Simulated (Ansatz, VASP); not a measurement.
Al in VASP and in Ansatz

File POSCAR:

```
Al
1.0
   -1.5278578505      1.5278578505      1.5278578505
    1.5278578505     -1.5278578505      1.5278578505
    1.5278578505      1.5278578505     -1.5278578505
Al
1
Direct
    0.0000000000      0.0000000000      0.0000000000
```

INCAR.step1

```
ALGO     = Normal         # electronic algorithm
EDIFF    = 1E-4           # SCF threshold, eV
ENCUT    = 520            # plane-wave cutoff, eV
GGA      = PE             # functional
ISMEAR   = 0              # smearing method
LASPH    = T              # aspherical terms in the spheres
LCHARG   = F              # write CHGCAR
LREAL    = F              # projectors in reciprocal space
LWAVE    = T              # write WAVECAR
NBANDS   = 8              # bands
NELM     = 80             # most SCF steps
PREC     = Accurate       # precision mode
SIGMA    = 0.1            # smearing width, eV
```

File INCAR.step2:

```
ALGO     = Normal         # electronic algorithm
EDIFF    = 1E-7           # SCF threshold, eV
ENCUT    = 520            # plane-wave cutoff, eV
ISIF     = 2              # what is computed and relaxed
ISMEAR   = 0              # smearing method
ISTART   = 1            
LASPH    = T              # aspherical terms in the spheres
LCHARG   = T              # write CHGCAR
LELF     = T              # ELF
LMIXTAU  = T            
LREAL    = F              # projectors in reciprocal space
LVHAR    = T            
LWAVE    = F              # write WAVECAR
METAGGA  = R2SCAN         # meta-GGA
NBANDS   = 8              # bands
NELM     = 80             # most SCF steps
PREC     = Accurate       # precision mode
SIGMA    = 0.1            # smearing width, eV
```

Contents of KPOINTS:

```
k-points
0
Gamma
  18 18 18
```

Input for Ansatz:

```yaml
crystal:
  lattice:
    - [-1.5278578505, 1.5278578505, 1.5278578505]
    - [1.5278578505, -1.5278578505, 1.5278578505]
    - [1.5278578505, 1.5278578505, -1.5278578505]
  atoms:
    - { symbol: Al, position: [0.0, 0.0, 0.0] }
basis:
  ecutwfc: 500
kpoints:
  mp_grid: { grid: [18, 18, 18] }
hamiltonian:
  xc: r2scan
scf:
  occupations: { method: gaussian, width: 0.1 }
output:
  forces: true
  stress: true
  eigenvalues: true
```

Alike in both runs: task single point; functional r2SCAN; k mesh 18 × 18 × 18; occupations gaussian, width 0.1 eV; no spin polarisation.

|  | VASP | Ansatz |
| --- | --- | --- |
| version | VASP 6.6.1 | Ansatz 0.2.0 |
| potentials or method | VASP PAW PBE potentials, release 64 (Al), cutoff 520 eV | scalar-relativistic, plane waves, PAW |
| valence electrons in the cell | 3 | 3 |

```csv
,VASP,Ansatz,Ansatz less VASP
gap on the k mesh at the Fermi level (eV),none,none,-
pressure (GPa),13.4,13.8,+0.43
```

VASP's potentials were made for PBE, not for r2SCAN. A gap of «none» marks a metal or a gap that the smearing closes.
